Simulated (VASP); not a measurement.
# N2 in VASP: single point with PBEsol

Aim: the single point of N2 with PBEsol.

All numbers are computed with VASP 6.6.1; they aren't measurements. Logs are shortened: lines on timing, memory, paths and dates and some standing lists are left out, and cuts for length are marked.

## (1) The cell of the first run

The cell holds a molecule in a box, 2 atoms: a = 12.000 Å, b = 12.300 Å, c = 12.600 Å, α = 90.00°, β = 90.00°, γ = 90.00°.

## (2) Single point, PBEsol

File INCAR:

```
PREC     = Accurate       # precision mode
ENCUT    = 1000           # plane-wave cutoff, eV
EDIFF    = 1E-6           # SCF threshold, eV
ISMEAR   = -1             # smearing method
SIGMA    = 0.01           # smearing width, eV
LREAL    = False          # projectors in reciprocal space
LASPH    = True           # aspherical terms in the spheres
NELM     = 120            # most SCF steps
ALGO     = Normal         # electronic algorithm
ISIF     = 2              # what is computed and relaxed
LWAVE    = False          # write WAVECAR
LCHARG   = False          # write CHGCAR
GGA      = PS             # functional
NBANDS   = 12             # bands
GGA_COMPAT= False        
NELMDL   = -8
```

File KPOINTS:

```
regular mesh
0
Gamma
  1 1 1
```

File POSCAR:

```
N
1.0
   12.0000000000      0.0000000000      0.0000000000
    0.0000000000     12.3000000000      0.0000000000
    0.0000000000      0.0000000000     12.6000000000
N
2
Direct
    0.5000000000      0.5000000000      0.4563492063
    0.5000000000      0.5000000000      0.5436507937
```

Potentials or basis: VASP PAW PBE potentials, release 64 (N_h).

Started as:

```
$ cat potpaw_PBE.64/N_h/POTCAR > POTCAR
$ mpirun -np 1 vasp_gam > vasp.out
```

OUTCAR:

```text
PREC = Accurate
   ENCUT = 1000
   EDIFF = 1E-6
   ISMEAR = -1
   LREAL = False
   LASPH = True
   NELM = 120
   ISIF = 2
   GGA = PS
   NELMDL = -8

 ion  position               nearest neighbor table
   1  0.500  0.500  0.456-   2 1.10
   2  0.500  0.500  0.544-   1 1.10

  LATTYP: Found a simple orthorhombic cell.
 ALAT       =    12.0000000000
 B/A-ratio  =     1.0250000000
 C/A-ratio  =     1.0500000000

  Lattice vectors:

 A1 = (  12.0000000000,   0.0000000000,   0.0000000000)
 A2 = (   0.0000000000,  12.3000000000,   0.0000000000)
 A3 = (   0.0000000000,   0.0000000000,  12.6000000000)

Analysis of symmetry for initial positions (statically):
=====================================================================
 Subroutine PRICEL returns:
 Original cell was already a primitive cell.

 Routine SETGRP: Setting up the symmetry group for a
 simple orthorhombic supercell.

 Subroutine GETGRP returns: Found  8 space group operations
 (whereof  8 operations were pure point group operations)
 out of a pool of  8 trial point group operations.

The static configuration has the point symmetry D_2h.

Analysis of symmetry for dynamics (positions and initial velocities):
=====================================================================
 Subroutine PRICEL returns:
 Original cell was already a primitive cell.

 Routine SETGRP: Setting up the symmetry group for a
 simple orthorhombic supercell.

 Subroutine GETGRP returns: Found  8 space group operations
 (whereof  8 operations were pure point group operations)
 out of a pool of  8 trial point group operations.

The dynamic configuration has the point symmetry D_2h.

 Subroutine INISYM returns: Found  8 space group operations
 (whereof  8 operations are pure point group operations),
 and found     1 'primitive' translations

----------------------------------------------------------------------------------------

                                     Primitive cell

  volume of cell :    1859.7600

  direct lattice vectors                    reciprocal lattice vectors
    12.000000000  0.000000000  0.000000000     0.083333333  0.000000000  0.000000000
     0.000000000 12.300000000  0.000000000     0.000000000  0.081300813  0.000000000
     0.000000000  0.000000000 12.600000000     0.000000000  0.000000000  0.079365079

  length of vectors
    12.000000000 12.300000000 12.600000000     0.083333333  0.081300813  0.079365079

  position of ions in fractional coordinates (direct lattice)
     0.500000000  0.500000000  0.456349206
     0.500000000  0.500000000  0.543650794

  ion indices of the primitive-cell ions
   primitive index   ion index
                 1           1
                 2           2

----------------------------------------------------------------------------------------

 KPOINTS: regular mesh

Automatic generation of k-mesh.
 Grid dimensions read from file:
 generate k-points for:    1    1    1

 Generating k-lattice:

  Cartesian coordinates                     Fractional coordinates (reciprocal lattice)
     0.083333333  0.000000000  0.000000000     1.000000000  0.000000000  0.000000000
     0.000000000  0.081300813  0.000000000     0.000000000  1.000000000  0.000000000
     0.000000000  0.000000000  0.079365079     0.000000000  0.000000000  1.000000000

  Length of vectors
     0.083333333  0.081300813  0.079365079

  Shift w.r.t. Gamma in fractional coordinates (k-lattice)
     0.000000000  0.000000000  0.000000000

 Subroutine IBZKPT returns following result:
 ===========================================

 Found      1 irreducible k-points:

 Following reciprocal coordinates:
            Coordinates               Weight
  0.000000  0.000000  0.000000      1.000000
   k-points           NKPTS =      1   k-points in BZ     NKDIM =      1   number of bands    NBANDS=     12
   number of dos      NEDOS =    301   number of ions     NIONS =      2
   total plane-waves  NPLWV = ******
   dimension x,y,z NGX =   126 NGY =  128 NGZ =  140
   dimension x,y,z NGXF=   252 NGYF=  256 NGZF=  280
   ions per type =               2
   NGX,Y,Z   is equivalent  to a cutoff of  17.46, 17.30, 18.47 a.u.
   NGXF,Y,Z  is equivalent  to a cutoff of  34.91, 34.60, 36.94 a.u.
 SYSTEM =  unknown system
   PREC   = accura    normal or accurate (medium, high low for compatibility)
   ISTART =      0    job   : 0-new  1-cont  2-samecut
   ICHARG =      2    charge: 1-file 2-atom 10-const
   ISPIN  =      1    spin polarized calculation?
   LNONCOLLINEAR =      F non collinear calculations
   LSORBIT =      F    spin-orbit coupling
   LASPH  =      T    aspherical Exc in radial PAW
   ENCUT  = 1000.0 eV  73.50 Ry    8.57 a.u.  30.94 31.71 32.49*2*pi/ulx,y,z
   NELM   =    120;   NELMIN=  2; NELMDL= -8     # of ELM steps
   EDIFF  = 0.1E-05   stopping-criterion for ELM
   LREAL  =      F    real-space projection
   EDIFFG = 0.1E-04   stopping-criterion for IOM
   NSW    =      0    number of steps for IOM
   IBRION =     -1    ionic relax: 0-MD 1-quasi-New 2-CG
   NFREE  =      0    steps in history (QN), initial steepest desc. (CG)
   ISIF   =      2    stress and relaxation
   ISYM   =      2    0-nonsym 1-usesym 2-fastsym
   POTIM  = 0.5000    time-step for ionic-motion
   TEBEG  =    0.0;   TEEND  =   0.0 temperature during run
   PSTRESS=    0.0 pullay stress
   NELECT =      10.0000    total number of electrons
   NUPDOWN=      -1.0000    fix difference up-down
   EMIN   =  10.00;   EMAX   =-10.00  energy-range for DOS
   EFERMI =   0.00;   METHOD = LEGACY
   ISMEAR =    -1;   SIGMA  =   0.01  broadening in eV -4-tet -1-fermi 0-gaus
   EFERMI_NEDOS =   21; number of points for ismear=-14 and -15
   IALGO  =     38    algorithm
   IMIX   =      4    mixing-type and parameters
     AMIX     =   0.40;   BMIX     =  1.00
     AMIX_MAG =   1.60;   BMIX_MAG =  1.00
  volume/ion in A,a.u.               =     929.88      6275.14
  Fermi-wavevector in a.u.,A,eV,Ry     =   0.286807  0.541986  1.119189  0.082258
  Thomas-Fermi vector in A             =   1.141954
   LORBIT       =      0    0 simple, 1 ext, 2 COOP (PROOUT), +10 PAW based schemes
   GGA     = PS    functional components
   LHFCALC =     F    Hartree Fock is set to
   AEXX    =    0.0000 exact exchange contribution
   IVDW    =     0    specifies the selected vdW correction
   LEPSILON=     F    determine dielectric tensor
   LRPA    =     F    only Hartree local field effects (RPA)
 non-spin polarized calculation
  energy-cutoff  :     1000.00
  volume of cell :     1859.76
 maximum number of plane-waves:     66766
 NGX is ok and might be reduce to   126
   NGX = 61   NGY = 63   NGZ = 65

 number of electron      10.0000000 magnetization

 Free energy of the ion-electron system (eV)
  ---------------------------------------------------
  ext. energy  EPLUGINS =         0.00000000
  ---------------------------------------------------
  free energy    TOTEN  =       -17.23307655 eV

  energy without entropy =      -17.23307655  energy(sigma->0) =      -17.23307655

 E-fermi :  -9.7982     XC(G=0):  -0.3385

 val. band max:      -10.1081893550   @ k =   0.0000   0.0000   0.0000
 cond. band min:      -1.8680932137   @ k =   0.0000   0.0000   0.0000
 fundamental gap:      8.2400961413
 Fermi energy:        -9.7981753869

 k-point     1 :       0.0000    0.0000    0.0000
  band No.  band energies     occupation
      1     -28.0821      2.00000
      2     -13.3319      2.00000
      3     -11.5386      2.00000
      4     -11.5386      2.00000
      5     -10.1082      2.00000
      6      -1.8681      0.00000
      7      -1.8681      0.00000
      8      -0.1262      0.00000
      9       0.7663      0.00000
     10       0.7863      0.00000
     11       0.7956      0.00000
     12       0.8377      0.00000

------------------------ aborting loop because EDIFF is reached ----------------------------------------

  FORCE on cell =-STRESS in cart. coord.  units (eV):
  Direction    XX          YY          ZZ          XY          YZ          ZX
  --------------------------------------------------------------------------------------
  -------------------------------------------------------------------------------------
  Total       -0.0128000     -0.0126987      0.2059702     -0.0000000      0.0000000      0.0000000
  in kB       -0.0110272     -0.0109399      0.1774427     -0.0000000      0.0000000      0.0000000
  external PRESSURE =       0.0518252 kB  Pullay stress =       0.0000000 kB

 VOLUME and BASIS-vectors are now :
 -----------------------------------------------------------------------------
  energy-cutoff  :     1000.00
  volume of cell :     1859.76
      direct lattice vectors                 reciprocal lattice vectors
    12.000000000  0.000000000  0.000000000     0.083333333  0.000000000  0.000000000
     0.000000000 12.300000000  0.000000000     0.000000000  0.081300813  0.000000000
     0.000000000  0.000000000 12.600000000     0.000000000  0.000000000  0.079365079

 POSITION                                       TOTAL-FORCE (eV/Angst)
 -----------------------------------------------------------------------------------
      6.00000      6.15000      5.75000         0.000000      0.000000     -0.198989
      6.00000      6.15000      6.85000         0.000000     -0.000000      0.198989
 -----------------------------------------------------------------------------------
    total drift:                                0.000000     -0.000000      0.000000

  FREE ENERGIE OF THE ION-ELECTRON SYSTEM (eV)
  ---------------------------------------------------
  free  energy   TOTEN  =       -17.2330765540 eV

  energy  without entropy=      -17.2330765540  energy(sigma->0) =      -17.23307655
```

Wall time 2.8 min (1 thread of AMD EPYC 9R45 (Zen 5), shared host); peak memory 3 GiB.

What came out:

| Item | Value |
| --- | --- |
| Free energy | -17.2331 eV |
| Largest force | 0.199 eV/Å |
| Gap between the frontier levels | 8.24 eV |

Forces in eV/Å, atoms in the order of the input:
```
N    0.000  0.000 -0.199
N    0.000  0.000  0.199
```

Caveat: the PAW data sets were made with another functional, which shifts forces and pressure a little.
